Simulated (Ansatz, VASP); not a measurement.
# MgRe: VASP beside Ansatz

```xyz
2
Lattice="0.0000 2.9885 2.9885 2.9885 0.0000 2.9885 2.9885 2.9885 0.0000" Properties=species:S:1:pos:R:3 pbc="T T T"
Mg    0.0000    0.0000    0.0000
Re    4.4827    4.4827    4.4827
```

Alike in both runs: functional PBE; k mesh 6 × 6 × 6; occupations gaussian, width 0.1 eV; no spin polarisation.

Ansatz relaxed the structure, and its values are those at the end. VASP's run is a single point on that final structure, the one shown.

```csv
,VASP,Ansatz
version,VASP 6.6.1,Ansatz 0.2.0
potentials or method,"VASP PAW PBE potentials, release 64 (Mg, Re), cutoff 520 eV","scalar-relativistic, plane waves, PAW"
valence electrons in the cell,9,25
```

VASP gave:

| Quantity | Value |
| --- | --- |
| gap on the k mesh at the Fermi level (eV) | none |
| pressure (GPa) | 0.1 |

What did Ansatz give for the same quantities?

gap on the k mesh at the Fermi level (eV): none; pressure (GPa): 0.2.

A gap of «none» marks a metal or a gap that the smearing closes. VASP's potentials hold 9 valence electrons a cell and Ansatz's 25, so a difference there can come from the potentials and not from the codes.

Neither program's run includes spin-orbit coupling.
